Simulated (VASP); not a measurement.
A run of VASP 6.6.1 is set up as follows.

Contents of INCAR:

```
SYSTEM = SiH5Cl
ALGO = Normal
EDIFF = 1E-7
EDIFFG = -0.3
ENCUT = 520
GGA = CA
IBRION = 2
ISIF = 2
ISMEAR = -1
LASPH = .TRUE.
LCHARG = .FALSE.
LREAL = Auto
LWAVE = .FALSE.
NELM = 80
NSW = 35
PREC = Accurate
SIGMA = 0.05
```

KPOINTS

```
k-points
0
G
  1 1 1
  0 0 0
```

Contents of POSCAR:

```
SiH5Cl
1.0
    7.7059940000      0.0000000000      0.0000000000
    0.0000000000      7.7059940000      0.0000000000
    0.0000000000      0.0000000000      7.7059940000
Cl H Si
4 20 4
Direct
    0.6814604000      0.5624770000      0.7459927000
    0.1703974000      0.4184208000      0.6240148000
    0.7278744000      0.1890941000      0.3124739000
    0.4067182000      0.9276135000      0.8841075000
    0.7463619000      0.4985510000      0.8848847000
    0.3158273000      0.4834621000      0.6710205000
    0.7703614000      0.1897613000      0.1518995000
    0.3338491000      0.8998982000      0.7374388000
    0.1013028000      0.4621956000      0.2951519000
    0.0845986000      0.2486852000      0.0651959000
    0.2482203000      0.5134880000      0.0221505000
    0.3549794000      0.2930768000      0.2190436000
    0.3695700000      1.0174473000      0.3486732000
    0.1906263000      1.0562612000      0.6040516000
    0.0680432000      1.1004700000      0.3181068000
    0.1422405000      0.8106153000      0.4141507000
    0.9212785000      1.0602448000      0.9196889000
    0.7058376000      0.8315817000      0.9130624000
    0.7011123000      1.0582582000      0.6954828000
    0.9298551000      0.8428147000      0.6929819000
    0.7818155000      0.8715932000      0.3774735000
    0.6574303000      0.5836161000      0.3959933000
    0.5520846000      0.7867118000      0.1805870000
    0.8386068000      0.6610653000      0.1512033000
    0.1972753000      0.3793614000      0.1503855000
    0.1926200000      0.9961985000      0.4212456000
    0.8145209000      0.9482249000      0.8053040000
    0.7074843000      0.7257466000      0.2763143000
```

Potentials or basis: VASP PAW LDA potentials, release 64 (Cl, H, Si).

Run with:

```sh
$ cat potpaw_LDA.64/Cl/POTCAR potpaw_LDA.64/H/POTCAR potpaw_LDA.64/Si/POTCAR > POTCAR
$ mpirun -np 1 vasp_gam > vasp.out
```

(1) What does it give for the band gap on the k mesh?

(2) Predict the energy gained by relaxing.

## Answers

(1) 4.95 eV.

(2) 21.2 meV/atom.

Caveat: the k points lie up to 0.82 Å⁻¹ apart.
